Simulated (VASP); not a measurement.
Runs of VASP 6.6.1 on V. The structure is that of space group Im-3m (No. 229), or close to it. The cells are those of the table. 

| cell | gap on the mesh (eV) | pressure (GPa) |
| --- | --- | --- |
| a = 2.555 Å, angles 109.9, 109.9, 108.6°, 1 atom | none | (b) |
| a = 2.634 Å, angles 108.7, 108.7, 111.1°, 1 atom | none | -13.5 |
| a = 2.673 Å, angles 109.9, 109.9, 108.7°, 1 atom | none | -19.3 |
| a = 2.648 Å, angles 107.9, 107.9, 112.7°, 1 atom | none | (a) |
| a = 2.568 Å, angles 110.3, 110.3, 107.8°, 1 atom | none | -1.0 |

Alike in all rows: task single point; level PBEsol; potentials or basis VASP PAW PBE potentials, release 64 (V_sv); no spin polarisation; k mesh 22 × 22 × 22; cutoff (eV) 520; smearing gaussian 0.15 eV.

Question: Fill in the values left out.

Answer: (a) -15.3; (b) 2.0.

Caveats: the PAW data sets were made with another functional, which shifts forces and pressure a little; the cell stands under tension (at least some runs); the stress differs along the axes, from -17 to -12 GPa (at least some runs).

A gap of «none» marks levels without a gap at the run's occupations.
